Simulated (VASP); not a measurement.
## BaTiO3: single point with PBE

Crystal: BaTiO3.

```
Ba Ti O
1.0
     3.92557    0.00000    0.00000
     0.00000    3.92557    0.00000
     0.00000    0.00000    4.26483
Ba Ti O
1 1 3
Direct
  0.00000 0.00000 0.98632
  0.50000 0.50000 0.46908
  0.50000 0.50000 0.03785
  0.50000 0.00000 0.51738
  0.00000 0.50000 0.51738
```

This cell differs from its parent crystal: strain -0.015 along x and y, +0.015 along z.

| Property | Result |
| --- | --- |
| Program | VASP 6.6.1 |
| Task | single point |
| Functional | PBE |
| Potentials or basis | VASP PAW PBE potentials, release 64 (Ba_sv, Ti_sv, O_h) |
| Cutoff | 1340 eV |
| k mesh | 8 × 8 × 6 |
| Occupations | gaussian, width 0.05 eV |
| Spin | no spin polarisation |

- Pressure: 4.2 GPa
- Largest force: 0.324 eV/Å
- Band gap on the k mesh: 1.81 eV (least direct gap 2.43 eV)

Forces in eV/Å, atoms in the order of the input:
```
Ba   0.000  0.000  0.026
Ti   0.000  0.000 -0.324
O    0.000  0.000  0.258
O    0.000  0.000  0.020
O    0.000  0.000  0.020
```

Stress tensor (GPa, compression positive):
```
6.09 0.00 0.00
0.00 6.09 0.00
0.00 0.00 0.48
```

Levels at points of the mesh, in eV from the valence-band top:
```
           k point  band 18  band 19  band 20  band 21  band 22  band 23
(0.00, 0.00, 0.00)    -1.03    -0.62    -0.62     1.81     2.42     2.42
(0.50, 0.00, 0.00)    -1.85    -1.67    -1.40     2.50     3.53     3.60
(0.50, 0.50, 0.00)    -1.07    -1.07    -0.05     3.64     3.64     3.96
(0.00, 0.00, 0.50)    -2.05    -0.76    -0.76     1.92     3.34     3.34
(0.50, 0.00, 0.50)    -1.33    -1.22    -0.64     3.35     3.59     3.70
(0.50, 0.50, 0.50)    -0.55    -0.55     0.00     3.95     3.95     4.19
```

Run time: 5.3 min on 1 thread of Intel(R) Xeon(R) Platinum 8488C (Sapphire Rapids), with other jobs on the host, peak memory 0.67 GiB.

Caveat: the cell differs from its parent crystal (strain -0.015 along x and y, +0.015 along z); the stress differs along the axes, from 0 to 6 GPa; spin-orbit coupling is left out, which moves the levels of the heavy elements. A k mesh can miss the band edges.
